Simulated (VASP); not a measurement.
# CdSe (Cm) in VASP: further runs, part 2 of 2

VASP 6.6.1. The steps go on from the part before.

## Step 5: Single point, PBE (atom 1 (Cd) moved by (-0.300, +0.150) A along y and z)

Input file INCAR:

```
ALGO     = Normal         # electronic algorithm
EDIFF    = 1E-6           # SCF threshold, eV
ENCUT    = 520            # plane-wave cutoff, eV
GGA      = PE             # functional
ISIF     = 2              # what is computed and relaxed
ISMEAR   = 0              # smearing method
LASPH    = T              # aspherical terms in the spheres
LCHARG   = F              # write CHGCAR
LREAL    = F              # projectors in reciprocal space
LWAVE    = F              # write WAVECAR
NBANDS   = 26             # bands
NELM     = 60             # most SCF steps
PREC     = Accurate       # precision mode
SIGMA    = 0.05           # smearing width, eV
```

Input file KPOINTS:

```
k-points
0
Gamma
  6 6 4
```

Input file POSCAR:

```
CdSe
1.0
    4.2984999142      0.0000000000      0.0000000000
   -2.1492499571      3.7226101239      0.0000000000
    0.0000000000      0.0000000000      7.0152000000
Cd Se
2 2
Direct
    0.6263723584      0.2527447167      0.0213821416
    0.3333333333      0.6666666667      0.5000000000
    0.6666666667      0.3333333333      0.3750000000
    0.3333333333      0.6666666667      0.8750000000
```

Potentials or basis: VASP PAW PBE potentials, release 64 (Cd, Se).

Run with:

```
cat potpaw_PBE.64/Cd/POTCAR potpaw_PBE.64/Se/POTCAR > POTCAR
mpirun -np 1 vasp_std > vasp.out
```

OUTCAR:

```text
EDIFF = 1E-6
   ENCUT = 520
   GGA = PE
   ISIF = 2
   ISMEAR = 0
   LASPH = T
   LREAL = F
   NELM = 60
   PREC = Accurate

 ion  position               nearest neighbor table
   1  0.626  0.253  0.021-   4 2.41   3 2.50   4 2.84   4 2.84
   2  0.333  0.667  0.500-   4 2.63   3 2.63   3 2.63   3 2.63
   3  0.667  0.333  0.375-   1 2.50   2 2.63   2 2.63   2 2.63
   4  0.333  0.667  0.875-   1 2.41   2 2.63   1 2.84   1 2.84

  LATTYP: Found a hexagonal cell.
 ALAT       =     4.2984999142
 C/A-ratio  =     1.6320111993

  Lattice vectors:

 A1 = (   4.2984999142,   0.0000000000,   0.0000000000)
 A2 = (  -2.1492499571,   3.7226101239,   0.0000000000)
 A3 = (   0.0000000000,   0.0000000000,   7.0152000000)

Analysis of symmetry for initial positions (statically):
=====================================================================
 Subroutine PRICEL returns:
 Original cell was already a primitive cell.

 Routine SETGRP: Setting up the symmetry group for a
 hexagonal supercell.

 Subroutine GETGRP returns: Found  2 space group operations
 (whereof  2 operations were pure point group operations)
 out of a pool of 24 trial point group operations.

The static configuration has the point symmetry C_1h.

Analysis of symmetry for dynamics (positions and initial velocities):
=====================================================================
 Subroutine PRICEL returns:
 Original cell was already a primitive cell.

 Routine SETGRP: Setting up the symmetry group for a
 hexagonal supercell.

 Subroutine GETGRP returns: Found  2 space group operations
 (whereof  2 operations were pure point group operations)
 out of a pool of 24 trial point group operations.

The dynamic configuration has the point symmetry C_1h.

 Subroutine INISYM returns: Found  2 space group operations
 (whereof  2 operations are pure point group operations),
 and found     1 'primitive' translations

----------------------------------------------------------------------------------------

                                     Primitive cell

  volume of cell :     112.2547

  direct lattice vectors                    reciprocal lattice vectors
     4.298499914  0.000000000  0.000000000     0.232639297  0.134314361  0.000000000
    -2.149249957  3.722610124  0.000000000     0.000000000  0.268628722  0.000000000
     0.000000000  0.000000000  7.015200000     0.000000000  0.000000000  0.142547611

  length of vectors
     4.298499914  4.298499914  7.015200000     0.268628722  0.268628722  0.142547611

  position of ions in fractional coordinates (direct lattice)
     0.626372358  0.252744717  0.021382142
     0.333333333  0.666666667  0.500000000
     0.666666667  0.333333333  0.375000000
     0.333333333  0.666666667  0.875000000

  ion indices of the primitive-cell ions
   primitive index   ion index
                 1           1
                 2           2
                 3           3
                 4           4

----------------------------------------------------------------------------------------

 KPOINTS: k-points

Automatic generation of k-mesh.
 Grid dimensions read from file:
 generate k-points for:    6    6    4

 Generating k-lattice:

  Cartesian coordinates                     Fractional coordinates (reciprocal lattice)
     0.038773216  0.022385727  0.000000000     0.166666667  0.000000000  0.000000000
     0.000000000  0.044771454  0.000000000     0.000000000  0.166666667  0.000000000
     0.000000000  0.000000000  0.035636903     0.000000000  0.000000000  0.250000000

  Length of vectors
     0.044771454  0.044771454  0.035636903

  Shift w.r.t. Gamma in fractional coordinates (k-lattice)
     0.000000000  0.000000000  0.000000000

 Subroutine IBZKPT returns following result:
 ===========================================

 Found     47 irreducible k-points:

 Following reciprocal coordinates:
            Coordinates               Weight
  0.000000  0.000000  0.000000      1.000000
  0.166667  0.000000  0.000000      4.000000
  0.000000  0.166667  0.000000      2.000000
  0.333333  0.000000  0.000000      4.000000
  0.000000  0.333333  0.000000      2.000000
  0.500000  0.000000  0.000000      2.000000
[... 16 lines left out ...]
  0.500000  0.000000  0.250000      4.000000
  0.000000  0.500000  0.250000      2.000000
 [... further k-points ...]
   k-points           NKPTS =     47   k-points in BZ     NKDIM =     47   number of bands    NBANDS=     26
   number of dos      NEDOS =    301   number of ions     NIONS =      4
   total plane-waves  NPLWV =  55296
   dimension x,y,z NGX =    32 NGY =   32 NGZ =   54
   dimension x,y,z NGXF=    64 NGYF=   64 NGZF=  108
   ions per type =               2   2
   NGX,Y,Z   is equivalent  to a cutoff of  12.38, 12.38, 12.80 a.u.
   NGXF,Y,Z  is equivalent  to a cutoff of  24.75, 24.75, 25.59 a.u.
 SYSTEM =  unknown system
   PREC   = accura    normal or accurate (medium, high low for compatibility)
   ISTART =      0    job   : 0-new  1-cont  2-samecut
   ICHARG =      2    charge: 1-file 2-atom 10-const
   ISPIN  =      1    spin polarized calculation?
   LNONCOLLINEAR =      F non collinear calculations
   LSORBIT =      F    spin-orbit coupling
   LASPH  =      T    aspherical Exc in radial PAW
   ENCUT  =  520.0 eV  38.22 Ry    6.18 a.u.   7.99  7.99 13.04*2*pi/ulx,y,z
   NELM   =     60;   NELMIN=  2; NELMDL= -5     # of ELM steps
   EDIFF  = 0.1E-05   stopping-criterion for ELM
   LREAL  =      F    real-space projection
   EDIFFG = 0.1E-04   stopping-criterion for IOM
   NSW    =      0    number of steps for IOM
   IBRION =     -1    ionic relax: 0-MD 1-quasi-New 2-CG
   NFREE  =      0    steps in history (QN), initial steepest desc. (CG)
   ISIF   =      2    stress and relaxation
   ISYM   =      2    0-nonsym 1-usesym 2-fastsym
   POTIM  = 0.5000    time-step for ionic-motion
   TEBEG  =    0.0;   TEEND  =   0.0 temperature during run
   PSTRESS=    0.0 pullay stress
   NELECT =      36.0000    total number of electrons
   NUPDOWN=      -1.0000    fix difference up-down
   EMIN   =  10.00;   EMAX   =-10.00  energy-range for DOS
   EFERMI =   0.00;   METHOD = LEGACY
   ISMEAR =     0;   SIGMA  =   0.05  broadening in eV -4-tet -1-fermi 0-gaus
   EFERMI_NEDOS =   21; number of points for ismear=-14 and -15
   IALGO  =     38    algorithm
   IMIX   =      4    mixing-type and parameters
     AMIX     =   0.40;   BMIX     =  1.00
     AMIX_MAG =   1.60;   BMIX_MAG =  1.00
  volume/ion in A,a.u.               =      28.06       189.38
  Fermi-wavevector in a.u.,A,eV,Ry     =   1.120575  2.117579 17.084668  1.255688
  Thomas-Fermi vector in A             =   2.257222
   LORBIT       =      0    0 simple, 1 ext, 2 COOP (PROOUT), +10 PAW based schemes
   GGA     = PE    functional components
   LHFCALC =     F    Hartree Fock is set to
   AEXX    =    0.0000 exact exchange contribution
   IVDW    =     0    specifies the selected vdW correction
   LEPSILON=     F    determine dielectric tensor
   LRPA    =     F    only Hartree local field effects (RPA)
 non-spin polarized calculation
 Gauss-broadening in eV      SIGMA  =   0.05
  energy-cutoff  :      520.00
  volume of cell :      112.25
 maximum number of plane-waves:      3042
   NGX = 15   NGY = 15   NGZ = 27

 number of electron      36.0000002 magnetization

 Free energy of the ion-electron system (eV)
  ---------------------------------------------------
  ext. energy  EPLUGINS =         0.00000000
  ---------------------------------------------------
  free energy    TOTEN  =       -10.61108978 eV

  energy without entropy =      -10.61108978  energy(sigma->0) =      -10.61108978

 E-fermi :   1.3192     XC(G=0):  -8.8893

 val. band max:        1.1109816256   @ k =   0.0000   0.0000   0.0000
 cond. band min:       1.6523201146   @ k =   0.0000   0.0000   0.0000
 fundamental gap:      0.5413384891
 Fermi energy:         1.3192358185

 k-point     1 :       0.0000    0.0000    0.0000
  band No.  band energies     occupation
      1     -11.8175      2.00000
      2     -11.2114      2.00000
      3      -7.1357      2.00000
      4      -7.0580      2.00000
      5      -7.0483      2.00000
      6      -6.9619      2.00000
[... 18 lines left out ...]
     25       8.4207      0.00000
     26       8.6954      0.00000
[... 644 lines left out ...]
      4      -6.9288      2.00000
      5      -6.8847      2.00000
      6      -6.7933      2.00000
[... 18 lines left out ...]
     25       9.2465      0.00000
     26      10.1404      0.00000

 [... further k-points ...]

------------------------ aborting loop because EDIFF is reached ----------------------------------------

  FORCE on cell =-STRESS in cart. coord.  units (eV):
  Direction    XX          YY          ZZ          XY          YZ          ZX
  --------------------------------------------------------------------------------------
  -------------------------------------------------------------------------------------
  Total        0.9156656      4.4116506      4.2757695      0.0000000      2.0227273      0.0000000
  in kB       13.0690180     62.9661520     61.0267624      0.0000000     28.8697740      0.0000000
  external PRESSURE =      45.6873108 kB  Pullay stress =       0.0000000 kB

 VOLUME and BASIS-vectors are now :
 -----------------------------------------------------------------------------
  energy-cutoff  :      520.00
  volume of cell :      112.25
      direct lattice vectors                 reciprocal lattice vectors
     4.298499914  0.000000000  0.000000000     0.232639297  0.134314361  0.000000000
    -2.149249957  3.722610124  0.000000000     0.000000000  0.268628722  0.000000000
     0.000000000  0.000000000  7.015200000     0.000000000  0.000000000  0.142547611

 POSITION                                       TOTAL-FORCE (eV/Angst)
 -----------------------------------------------------------------------------------
      2.14925      0.94087      0.15000        -0.000000      1.716611     -0.624803
     -0.00000      2.48174      3.50760        -0.000000      0.043878      0.203451
      2.14925      1.24087      2.63070         0.000000      0.109645      0.716447
     -0.00000      2.48174      6.13830        -0.000000     -1.870134     -0.295095
 -----------------------------------------------------------------------------------
    total drift:                               -0.000000     -0.000393      0.000154

  FREE ENERGIE OF THE ION-ELECTRON SYSTEM (eV)
  ---------------------------------------------------
  free  energy   TOTEN  =       -10.6110897838 eV

  energy  without entropy=      -10.6110897838  energy(sigma->0) =      -10.61108978
```

Run time: 82 s. Hardware: 1 thread of Intel Xeon Platinum 8375C at 2.90GHz (Ice Lake), shared host; peak memory 0.29 GiB.

Results:

| Property | Result |
| --- | --- |
| Free energy | -10.6111 eV |
| Pressure | 4.6 GPa |
| Largest force | 1.893 eV/Å |
| Band gap on the k mesh | 0.54 eV, direct |

Forces in eV/Å, atoms in the order of the input:
```
Cd   0.000  1.717 -0.625
Cd   0.000  0.044  0.203
Se   0.000  0.110  0.716
Se   0.000 -1.870 -0.295
```

Caveat: the cell differs from its parent crystal (atom 1 (Cd) moved by (-0.300, +0.150) A along y and z); forces of over 1 eV/Å act on the atoms, so gaps and moduli don't describe the material at rest.

## Step 6: Single point, PBE (atom 1 (Cd) moved by (-0.150, -0.300) A along y and z)

Input file INCAR:

```
ALGO = Normal ; EDIFF = 1E-6
ENCUT = 520 ; GGA = PE
ISIF = 2 ; ISMEAR = 0
LASPH = True ; LCHARG = False
LREAL = False ; LWAVE = False
NBANDS = 26 ; NELM = 60
PREC = Accurate ; SIGMA = 0.05
```

KPOINTS is that of step 5.

Changes to POSCAR since step 5:

```diff
@@ -8,3 +8,3 @@
 Direct
-    0.6263723584      0.2527447167      0.0213821416
+    0.6465195125      0.2930390250     -0.0427642833
     0.3333333333      0.6666666667      0.5000000000
```

Potentials or basis: VASP PAW PBE potentials, release 64 (Cd, Se).

Run with:

```
cat potpaw_PBE.64/Cd/POTCAR potpaw_PBE.64/Se/POTCAR > POTCAR
mpirun -np 1 vasp_std > vasp.out
```

Wall time 83 s (1 thread of Intel Xeon Platinum 8375C at 2.90GHz (Ice Lake), shared host); peak memory 0.29 GiB.

It converged, with:

| Property | Result |
| --- | --- |
| Free energy | -10.6122 eV |
| Pressure | 4.4 GPa |
| Largest force | 1.971 eV/Å |
| Band gap on the k mesh | 0.54 eV, direct |

Forces on the atoms (eV/Å):
```
Cd   0.000  1.550  1.218
Cd   0.000  0.007 -0.404
Se   0.000 -0.027 -0.555
Se   0.000 -1.531 -0.259
```

Stress tensor (GPa, compression positive):
```
3.32 0.00 0.00
0.00 8.27 1.15
0.00 1.15 1.74
```

Levels at points of the mesh, in eV from the valence-band top:
```
           k point  band 14  band 15  band 16  band 17  band 18  band 19  band 20  band 21  band 22  band 23
(0.00, 0.00, 0.00)    -1.14    -0.81    -0.13    -0.03     0.00     0.54     1.93     5.44     5.86     6.10
(0.50, 0.00, 0.00)    -3.78    -2.63    -2.17    -1.19    -0.89     2.71     3.38     4.65     6.04     6.72
(0.00, 0.50, 0.00)    -3.81    -2.49    -2.20    -1.32    -0.90     2.99     3.41     4.59     5.97     6.71
(0.00, 0.00, 0.50)    -2.27    -1.02    -0.68    -0.17    -0.15     1.78     2.49     5.52     5.55     5.81
(0.50, 0.00, 0.50)    -4.12    -2.02    -1.53    -1.14    -1.09     2.65     3.03     4.22     4.87     7.52
(0.00, 0.50, 0.50)    -4.11    -2.03    -1.54    -1.13    -1.09     2.79     3.00     4.40     4.77     7.62
```

Caveat: the cell differs from its parent crystal (atom 1 (Cd) moved by (-0.150, -0.300) A along y and z); forces of over 1 eV/Å act on the atoms, so gaps and moduli don't describe the material at rest.
